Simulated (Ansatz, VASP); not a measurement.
**Cd5HgTe6: VASP beside Ansatz**

```
Cd Hg Te
1.0
     4.37152    0.00000    0.00000
     0.00000    4.37152    0.00000
     0.00000    0.00000   18.54680
Cd Hg Te
5 1 6
Cartesian
  0.0000 0.0000 12.3645
  2.1858 2.1858 15.4557
  2.1858 2.1858 3.0911
  0.0000 0.0000 6.1823
  2.1858 2.1858 9.2734
  0.0000 0.0000 0.0000
  0.0000 0.0000 15.4557
  2.1858 2.1858 0.0000
  0.0000 0.0000 3.0911
  2.1858 2.1858 6.1823
  0.0000 0.0000 9.2734
  2.1858 2.1858 12.3645
```

Alike in both runs: task single point; functional PBE; k mesh 4 × 4 × 1; occupations gaussian, width 0.1 eV; no spin polarisation.

|  | VASP | Ansatz |
| --- | --- | --- |
| version | VASP 6.6.1 | Ansatz 0.2.0 |
| potentials or method | VASP PAW PBE potentials, release 64 (Cd, Hg, Te), cutoff 520 eV | scalar-relativistic, plane waves, PAW |
| valence electrons in the cell | 108 | 216 |

Ansatz gave:

| Quantity | Value |
| --- | --- |
| gap on the k mesh at the Fermi level (eV) | none |
| pressure (GPa) | -0.9 |
| rms of the force components (eV/Å) | 0.036 |

What did VASP give for the same quantities?

gap on the k mesh at the Fermi level (eV): none; pressure (GPa): -0.8; rms of the force components (eV/Å): 0.036.

Atom by atom the forces differ by 0.000 eV/Å (rms over components). A gap of «none» marks a metal or a gap that the smearing closes. VASP's potentials hold 108 valence electrons a cell and Ansatz's 216, so a difference there can come from the potentials and not from the codes.

Spin-orbit coupling is off throughout.
